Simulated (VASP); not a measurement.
# MnO (Fm-3m) in VASP: settings compared

Aim: see how the results for MnO move with the level of theory and the settings. Levels: r2SCAN, PBE. Tasks: single point.

Program: VASP 6.6.1. These are calculated values, not measurements. Logs are shortened: lines on timing, memory, paths and dates and some standing lists are left out, and cuts for length are marked.

**1. The cell of the first run**

It takes space group Fm-3m (No. 225, cubic). Conventional cell: a = 4.446 Å, b = 4.446 Å, c = 4.446 Å, α = 90.00°, β = 90.00°, γ = 90.00°. Within 2.9 Å of Mn (site symmetry m-3m) lie 6 O at 2.22 Å. Within 2.9 Å of O (site symmetry m-3m) lie 6 Mn at 2.22 Å.

**2. Single point, r2SCAN, collinear spin, antiferromagnetic start**

File POSCAR:

```
MnO
1.0
    0.0000000000      4.4460000000      4.4460000000
    2.2230000000      0.0000000000      2.2230000000
    2.2230000000      2.2230000000      0.0000000000
Mn O
2 2
Direct
    0.0000000000      0.0000000000      0.0000000000
    0.5000000000      0.0000000000      0.0000000000
    0.2500000000      0.5000000000      0.5000000000
    0.7500000000      0.5000000000      0.5000000000
```

File INCAR.step1:

```
PREC = Accurate
ENCUT = 520
ISMEAR = -1
SIGMA = 0.05
LREAL = False
LASPH = True
NELM = 150
ISPIN = 2
MAGMOM = 4.5 -4.5 0 0
LMAXMIX = 4
NBANDS = 31
GGA = PE
ALGO = Normal
EDIFF = 1E-4
LWAVE = True
LCHARG = False
```

File INCAR.step2:

```
PREC = Accurate
ENCUT = 520
EDIFF = 1E-6
ISMEAR = -1
SIGMA = 0.05
LREAL = False
LASPH = True
NELM = 150
ALGO = Normal
ISIF = 2
LWAVE = False
LCHARG = False
ISPIN = 2
MAGMOM = 4.5 -4.5 0 0
LORBIT = 11
LMAXMIX = 4
METAGGA = R2SCAN
LMIXTAU = True
NBANDS = 31
ISTART = 1
```

File KPOINTS:

```
Automatic mesh
0
Gamma
  4 8 8
```

Potentials or basis: VASP PAW PBE potentials, release 64 (Mn_pv, O).

The run is started by

```sh
cat potpaw_PBE.64/Mn_pv/POTCAR potpaw_PBE.64/O/POTCAR > POTCAR
cp INCAR.step1 INCAR
mpirun -np 1 vasp_std > vasp.out
cp INCAR.step2 INCAR
mpirun -np 1 vasp_std > vasp.out
```

OUTCAR:

```text
PREC = Accurate
   ENCUT = 520
   EDIFF = 1E-6
   ISMEAR = -1
   LREAL = False
   LASPH = True
   NELM = 150
   ISIF = 2
   ISPIN = 2
   LORBIT = 11
   METAGGA = R2SCAN
   ISTART = 1

 ion  position               nearest neighbor table
   1  0.000  0.000  0.000-   4 2.22   3 2.22   4 2.22   3 2.22   4 2.22   3 2.22   2 3.14   2 3.14
                             2 3.14   2 3.14   2 3.14   2 3.14
   2  0.500  0.000  0.000-   3 2.22   3 2.22   4 2.22   3 2.22   4 2.22   4 2.22   1 3.14   1 3.14
                             1 3.14   1 3.14   1 3.14   1 3.14
   3  0.250  0.500  0.500-   1 2.22   1 2.22   2 2.22   1 2.22   2 2.22   2 2.22
   4  0.750  0.500  0.500-   2 2.22   1 2.22   2 2.22   1 2.22   2 2.22   1 2.22

  LATTYP: Found a trigonal (rhomboedric) cell.
 ALAT       =     5.4452156982
 COS(alpha) =     0.8333333333

  Lattice vectors:

 A1 = (   2.2230000000,  -2.2230000000,  -4.4460000000)
 A2 = (   4.4460000000,  -2.2230000000,  -2.2230000000)
 A3 = (   2.2230000000,  -4.4460000000,  -2.2230000000)

Analysis of symmetry for initial positions (statically):
=====================================================================
 Subroutine PRICEL returns following result:

  LATTYP: Found a face centered cubic cell.
 ALAT       =     4.4460000000
[... 12 lines left out ...]
 Subroutine GETGRP returns: Found 12 space group operations
 (whereof 12 operations were pure point group operations)
 out of a pool of 12 trial point group operations.

The static configuration has the point symmetry D_3d.

Analysis of symmetry for dynamics (positions and initial velocities):
=====================================================================
 Subroutine PRICEL returns following result:

  LATTYP: Found a face centered cubic cell.
 ALAT       =     4.4460000000
[... 12 lines left out ...]
 Subroutine GETGRP returns: Found 12 space group operations
 (whereof 12 operations were pure point group operations)
 out of a pool of 12 trial point group operations.

The dynamic configuration has the point symmetry D_3d.

Analysis of structural, dynamic, and magnetic symmetry:
=====================================================================
 Subroutine PRICEL returns following result:

  LATTYP: Found a face centered cubic cell.
 ALAT       =     4.4460000000
[... 12 lines left out ...]
 Subroutine GETGRP returns: Found 12 space group operations
 (whereof 12 operations were pure point group operations)
 out of a pool of 12 trial point group operations.

The overall configuration has the point symmetry D_3d.

 Subroutine INISYM returns: Found 12 space group operations
 (whereof 12 operations are pure point group operations),
 and found     2 'primitive' translations

----------------------------------------------------------------------------------------

                                     Primitive cell

  volume of cell :      21.9709

  direct lattice vectors                    reciprocal lattice vectors
     0.000000000  2.223000000  2.223000000    -0.224921278  0.224921278  0.224921278
     2.223000000  0.000000000  2.223000000     0.224921278 -0.224921278  0.224921278
     2.223000000  2.223000000  0.000000000     0.224921278  0.224921278 -0.224921278

  length of vectors
     3.143796749  3.143796749  3.143796749     0.389575080  0.389575080  0.389575080

  position of ions in fractional coordinates (direct lattice)
     0.000000000  0.000000000  0.000000000
     0.500000000  0.500000000  0.500000000

  ion indices of the primitive-cell ions
   primitive index   ion index
                 1           1
                 2           3

----------------------------------------------------------------------------------------

 KPOINTS: Automatic mesh

Automatic generation of k-mesh.
 Grid dimensions read from file:
 generate k-points for:    4    8    8

 Generating k-lattice:

  Cartesian coordinates                     Fractional coordinates (reciprocal lattice)
    -0.028115160  0.028115160  0.028115160     0.250000000  0.000000000  0.000000000
     0.028115160 -0.028115160  0.028115160     0.000000000  0.125000000  0.000000000
     0.028115160  0.028115160 -0.028115160     0.000000000  0.000000000  0.125000000
[... 33 lines left out ...]
  0.000000  0.000000  0.000000      1.000000
  0.250000  0.000000  0.000000      2.000000
  0.500000  0.000000  0.000000      1.000000
  0.000000  0.125000  0.000000      6.000000
  0.250000  0.125000  0.000000      6.000000
  0.500000  0.125000  0.000000      6.000000
[... 16 lines left out ...]
  0.250000  0.375000  0.125000     12.000000
  0.500000  0.375000  0.125000     12.000000
 [... further k-points ...]
   k-points           NKPTS =     35   k-points in BZ     NKDIM =     35   number of bands    NBANDS=     31
   number of dos      NEDOS =    301   number of ions     NIONS =      4
   total plane-waves  NPLWV =  27648
   dimension x,y,z NGX =    48 NGY =   24 NGZ =   24
   dimension x,y,z NGXF=    96 NGYF=   48 NGZF=   48
   ions per type =               2   2
   NGX,Y,Z   is equivalent  to a cutoff of  12.69, 12.69, 12.69 a.u.
   NGXF,Y,Z  is equivalent  to a cutoff of  25.38, 25.38, 25.38 a.u.
 SYSTEM =  unknown system
   PREC   = accura    normal or accurate (medium, high low for compatibility)
   ISTART =      1    job   : 0-new  1-cont  2-samecut
   ICHARG =      0    charge: 1-file 2-atom 10-const
   ISPIN  =      2    spin polarized calculation?
   LNONCOLLINEAR =      F non collinear calculations
   LSORBIT =      F    spin-orbit coupling
   LASPH  =      T    aspherical Exc in radial PAW
   ENCUT  =  520.0 eV  38.22 Ry    6.18 a.u.  11.69  5.85  5.85*2*pi/ulx,y,z
   NELM   =    150;   NELMIN=  2; NELMDL=  0     # of ELM steps
   EDIFF  = 0.1E-05   stopping-criterion for ELM
   LREAL  =      F    real-space projection
   EDIFFG = 0.1E-04   stopping-criterion for IOM
   NSW    =      0    number of steps for IOM
   IBRION =     -1    ionic relax: 0-MD 1-quasi-New 2-CG
   NFREE  =      0    steps in history (QN), initial steepest desc. (CG)
   ISIF   =      2    stress and relaxation
   ISYM   =      2    0-nonsym 1-usesym 2-fastsym
   POTIM  = 0.5000    time-step for ionic-motion
   TEBEG  =    0.0;   TEEND  =   0.0 temperature during run
   PSTRESS=    0.0 pullay stress
   NELECT =      38.0000    total number of electrons
   NUPDOWN=      -1.0000    fix difference up-down
   EMIN   =  10.00;   EMAX   =-10.00  energy-range for DOS
   EFERMI =   0.00;   METHOD = LEGACY
   ISMEAR =    -1;   SIGMA  =   0.05  broadening in eV -4-tet -1-fermi 0-gaus
   EFERMI_NEDOS =   21; number of points for ismear=-14 and -15
   IALGO  =     38    algorithm
   IMIX   =      4    mixing-type and parameters
     AMIX     =   0.40;   BMIX     =  1.00
     AMIX_MAG =   1.60;   BMIX_MAG =  1.00
  volume/ion in A,a.u.               =      10.99        74.13
  Fermi-wavevector in a.u.,A,eV,Ry     =   1.559708  2.947420 33.098734  2.432688
  Thomas-Fermi vector in A             =   2.663027
   LORBIT       =     11    0 simple, 1 ext, 2 COOP (PROOUT), +10 PAW based schemes
   METAGGA = R2SCAN    functional components
   LHFCALC =     F    Hartree Fock is set to
   AEXX    =    0.0000 exact exchange contribution
   IVDW    =     0    specifies the selected vdW correction
   LEPSILON=     F    determine dielectric tensor
   LRPA    =     F    only Hartree local field effects (RPA)
 spin polarized calculation
  energy-cutoff  :      520.00
  volume of cell :       43.94
 maximum number of plane-waves:      1198
 NGX is ok and might be reduce to    48
   NGX = 23   NGY = 11   NGZ = 11

 number of electron      37.9999983 magnetization       0.0000000

 number of electron      37.9999983 magnetization      -0.0000000

 Free energy of the ion-electron system (eV)
  ---------------------------------------------------
  ext. energy  EPLUGINS =         0.00000000
  ---------------------------------------------------
  free energy    TOTEN  =       -49.18805649 eV

  energy without entropy =      -49.18805648  energy(sigma->0) =      -49.18805649

 E-fermi :   7.2305     XC(G=0): -12.5475

 val. band max:        6.3381262619   @ k =   0.5000   0.0000   0.0000
 cond. band min:       8.0026990558   @ k =   0.0000   0.0000   0.0000
 fundamental gap:      1.6645727939
 Fermi energy:         7.2304535331

 spin component 1

 k-point     1 :       0.0000    0.0000    0.0000
  band No.  band energies     occupation
      1     -45.2823      1.00000
      2     -45.2474      1.00000
      3     -45.2474      1.00000
      4     -38.9954      1.00000
      5     -38.9694      1.00000
      6     -38.9692      1.00000
[... 805 lines left out ...]
     30      19.8788      0.00000
     31      21.2960      0.00000

 [... further k-points ...]

 spin component 2

 k-point     1 :       0.0000    0.0000    0.0000
  band No.  band energies     occupation
      1     -45.2823      1.00000
      2     -45.2474      1.00000
      3     -45.2474      1.00000
      4     -38.9954      1.00000
      5     -38.9694      1.00000
      6     -38.9692      1.00000
[... 805 lines left out ...]
     30      19.8788      0.00000
     31      21.2960      0.00000

 [... further k-points ...]

------------------------ aborting loop because EDIFF is reached ----------------------------------------

  FORCE on cell =-STRESS in cart. coord.  units (eV):
  Direction    XX          YY          ZZ          XY          YZ          ZX
  --------------------------------------------------------------------------------------
  -------------------------------------------------------------------------------------
  Total       -0.8582149     -0.8582149     -0.8582149      0.3477185     -0.3477185      0.3477185
  in kB      -31.2916344    -31.2916344    -31.2916344     12.6782718    -12.6782718     12.6782718
  external PRESSURE =     -31.2916344 kB  Pullay stress =       0.0000000 kB

 VOLUME and BASIS-vectors are now :
 -----------------------------------------------------------------------------
  energy-cutoff  :      520.00
  volume of cell :       43.94
      direct lattice vectors                 reciprocal lattice vectors
     0.000000000  4.446000000  4.446000000    -0.112460639  0.112460639  0.112460639
     2.223000000  0.000000000  2.223000000     0.224921278 -0.224921278  0.224921278
     2.223000000  2.223000000  0.000000000     0.224921278  0.224921278 -0.224921278

 POSITION                                       TOTAL-FORCE (eV/Angst)
 -----------------------------------------------------------------------------------
      0.00000      0.00000      0.00000        -0.000000      0.000000      0.000000
      0.00000      2.22300      2.22300        -0.000000     -0.000000     -0.000000
      2.22300      2.22300      2.22300         0.000000     -0.000000      0.000000
      2.22300      4.44600      4.44600         0.000000     -0.000000     -0.000000
 -----------------------------------------------------------------------------------
    total drift:                                0.000000      0.000000      0.000000

  FREE ENERGIE OF THE ION-ELECTRON SYSTEM (eV)
  ---------------------------------------------------
  free  energy   TOTEN  =       -49.1880564869 eV

  energy  without entropy=      -49.1880564841  energy(sigma->0) =      -49.18805649

 total charge

# of ion       s       p       d       tot
------------------------------------------
    1        0.205   6.169   4.968  11.342
    2        0.205   6.169   4.968  11.342
    3        1.560   3.462   0.000   5.023
    4        1.560   3.462   0.000   5.023
--------------------------------------------------
tot          3.530  19.263   9.937  32.730

 magnetization (x)

# of ion       s       p       d       tot
------------------------------------------
    1        0.012   0.015   4.430   4.458
    2       -0.012  -0.015  -4.430  -4.458
    3        0.000   0.000   0.000   0.000
    4        0.000   0.000   0.000   0.000
--------------------------------------------------
tot         -0.000   0.000   0.000  -0.000
```

Wall time 4.3 min (1 thread of Intel Xeon Platinum 8375C at 2.90GHz (Ice Lake), shared host); peak memory 0.23 GiB.

Results:

- Free energy: -49.1881 eV
- Pressure: -3.1 GPa
- Band gap on the k mesh: 1.66 eV
- Net moment: 0.00 μB per cell
- Site moments: Mn +4.46, -4.46; O +0.00 μB
- Valence electrons inside the program's atomic spheres: Mn 11.34; O 5.02

Levels at points of the mesh, in eV from the valence-band top:
Spin up:
```tsv
k point	band 17	band 18	band 19	band 20	band 21	band 22
(0.00, 0.00, 0.00)	-1.90	-0.60	-0.60	1.66	3.47	3.52
(0.50, 0.00, 0.00)	-1.77	0.00	0.00	3.00	3.45	3.45
(0.00, 0.50, 0.00)	-1.37	-0.29	-0.15	2.76	4.33	4.40
(0.50, 0.50, 0.00)	-1.29	-0.25	-0.09	2.49	4.26	4.38
```
Spin down:
```csv
k point,band 16,band 17,band 18,band 19,band 20,band 21,band 22,band 23
"(0.00, 0.00, 0.00)",-2.16,-1.90,-0.60,-0.60,1.66,3.47,3.52,3.52
"(0.50, 0.00, 0.00)",-2.13,-1.77,0.00,0.00,3.00,3.45,3.45,3.92
"(0.00, 0.50, 0.00)",-1.59,-1.37,-0.29,-0.15,2.76,4.33,4.40,5.08
"(0.50, 0.50, 0.00)",-1.59,-1.29,-0.25,-0.09,2.49,4.26,4.38,4.70
```

Caveat: the cell stands under tension; the PAW data sets were made with another functional, which shifts forces and pressure a little.

**3. Single point, PBE**

File INCAR:

```
PREC = Accurate
ENCUT = 520
EDIFF = 1E-6
ISMEAR = -1
SIGMA = 0.05
LREAL = False
LASPH = True
NELM = 60
ALGO = Normal
ISIF = 2
LWAVE = False
LCHARG = True
GGA = PE
LELF = True
LVHAR = True
NBANDS = 27
```

KPOINTS is that of step 2.

POSCAR is that of step 2.

Potentials or basis: VASP PAW PBE potentials, release 64 (Mn_pv, O).

The run is started by

```sh
cat potpaw_PBE.64/Mn_pv/POTCAR potpaw_PBE.64/O/POTCAR > POTCAR
mpirun -np 1 vasp_std > vasp.out
```

It took 17 s on 1 thread of Intel Xeon 6975P-C (Granite Rapids), shared host; peak memory 0.18 GiB.

The run converged. Its results:

* Free energy: -28.5336 eV
* Pressure: -33.7 GPa
* Band gap on the k mesh: zero (bands 19 and 20 overlap by 0.75 eV)

Levels at points of the mesh, in eV from the Fermi level:
| k point | band 16 | band 17 | band 18 | band 19 | band 20 | band 21 | band 22 | band 23 |
| --- | --- | --- | --- | --- | --- | --- | --- | --- |
| (0.00, 0.00, 0.00) | -1.13 | -1.13 | -0.58 | -0.58 | -0.15 | -0.15 | 0.01 | 0.39 |
| (0.50, 0.00, 0.00) | -0.67 | -0.65 | -0.65 | -0.65 | -0.65 | 0.70 | 0.70 | 0.70 |
| (0.00, 0.50, 0.00) | -0.15 | -0.15 | -0.11 | 0.01 | 0.15 | 0.19 | 0.19 | 1.73 |
| (0.50, 0.50, 0.00) | -1.13 | 0.01 | 0.01 | 0.08 | 0.08 | 0.75 | 0.75 | 0.82 |

Caveat: the cell stands under tension; the run has no spin polarisation, though such a crystal can be magnetic; semilocal functionals often make such compounds metallic where correlation or magnetic order opens a gap, which also shifts bond lengths. Spin polarisation is off, so any magnetic state and its effect on volume and gap are missing.

**4. Single point, r2SCAN**

POSCAR is that of step 3.

File INCAR.step1:

```
ALGO = Normal
EDIFF = 1E-4
ENCUT = 520
GGA = PE
ISMEAR = -1
LASPH = True
LCHARG = False
LREAL = False
LWAVE = True
NBANDS = 27
NELM = 60
PREC = Accurate
SIGMA = 0.05
```

File INCAR.step2:

```
ALGO = Normal
EDIFF = 1E-7
ENCUT = 520
ISIF = 2
ISMEAR = -1
ISTART = 1
LASPH = True
LCHARG = True
LELF = True
LMIXTAU = True
LREAL = False
LVHAR = True
LWAVE = False
METAGGA = R2SCAN
NBANDS = 27
NELM = 60
PREC = Accurate
SIGMA = 0.05
```

File KPOINTS:

```
k-points
0
Gamma
  4 8 8
```

The run is started by

```sh
cat potpaw_PBE.64/Mn_pv/POTCAR potpaw_PBE.64/O/POTCAR > POTCAR
cp INCAR.step1 INCAR
mpirun -np 1 vasp_std > vasp.out
cp INCAR.step2 INCAR
mpirun -np 1 vasp_std > vasp.out
```

Run time: 64 s. Hardware: 1 thread of Intel Xeon 6975P-C (Granite Rapids), shared host; peak memory 0.19 GiB.

It converged, with:

- Free energy: -42.4577 eV
- Pressure: -36.2 GPa
- Band gap on the k mesh: zero (bands 19 and 20 overlap by 0.75 eV)

Levels at points of the mesh, in eV from the Fermi level:
| k point | band 16 | band 17 | band 18 | band 19 | band 20 | band 21 | band 22 | band 23 |
| --- | --- | --- | --- | --- | --- | --- | --- | --- |
| (0.00, 0.00, 0.00) | -1.18 | -1.18 | -0.20 | -0.20 | 0.00 | 0.28 | 0.28 | 1.11 |
| (0.50, 0.00, 0.00) | -0.68 | -0.68 | -0.68 | -0.66 | -0.66 | 1.52 | 1.52 | 1.52 |
| (0.00, 0.50, 0.00) | -0.20 | -0.20 | 0.00 | 0.09 | 0.09 | 0.77 | 1.03 | 2.57 |
| (0.50, 0.50, 0.00) | -1.11 | -0.05 | -0.05 | 0.03 | 0.03 | 1.59 | 1.59 | 1.66 |

Caveat: the cell stands under tension; the PAW data sets were made with another functional, which shifts forces and pressure a little; the run has no spin polarisation, though such a crystal can be magnetic; semilocal functionals often make such compounds metallic where correlation or magnetic order opens a gap, which also shifts bond lengths. With open d or f shells a metallic result of r2SCAN can be an artefact of self-interaction; +U or a hybrid may open a gap.

**5. Overview**

| level | spin | gap on the mesh (eV) | pressure (GPa) |
| --- | --- | --- | --- |
| r2SCAN | collinear, antiferromagnetic start | 1.66 | -3.1 |
| PBE | off | none | -33.7 |
| r2SCAN | off | none | -36.2 |

Alike in all rows: task single point; potentials or basis VASP PAW PBE potentials, release 64 (Mn_pv, O); cell as given; k mesh 4 × 8 × 8; cutoff (eV) 520; smearing fermi-dirac 0.05 eV.

On the cell as given the gap runs from zero (PBE) to 1.66 eV (r2SCAN). The pressure there spans -36.2 GPa (r2SCAN) to -3.1 GPa (r2SCAN); a positive pressure means that this level wants a larger cell, a negative one a smaller.

Caveats: the cell stands under tension; the PAW data sets were made with another functional, which shifts forces and pressure a little (at least some runs); semilocal functionals often make such compounds metallic where correlation or magnetic order opens a gap, which also shifts bond lengths (at least some runs).

Absolute energies hang on the potentials; compare differences alone.
